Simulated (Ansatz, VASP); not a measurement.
# W in VASP and in Ansatz

```xyz
1
Lattice="1.4984 0.8651 2.1301 -1.4984 0.8651 2.1301 0.0000 -1.7301 2.1301" Properties=species:S:1:pos:R:3 pbc="T T T"
W     0.0000    0.0000    3.1951
```

Alike in both runs: functional PBE; k mesh 18 × 18 × 18; occupations gaussian, width 0.1 eV; no spin polarisation.

Ansatz relaxed the structure, and its values are those at the end. VASP's run is a single point on that final structure, the one shown.

|  | VASP | Ansatz |
| --- | --- | --- |
| version | VASP 6.6.1 | Ansatz 0.2.0 |
| potentials or method | VASP PAW PBE potentials, release 64 (W_sv), cutoff 520 eV | scalar-relativistic, plane waves, PAW |
| valence electrons in the cell | 14 | 14 |

```tsv
	VASP	Ansatz	Ansatz less VASP
gap on the k mesh at the Fermi level (eV)	none	none	-
pressure (GPa)	0.5	0.0	-0.49
```

A gap of «none» marks a metal or a gap that the smearing closes.

Spin-orbit coupling is off throughout.
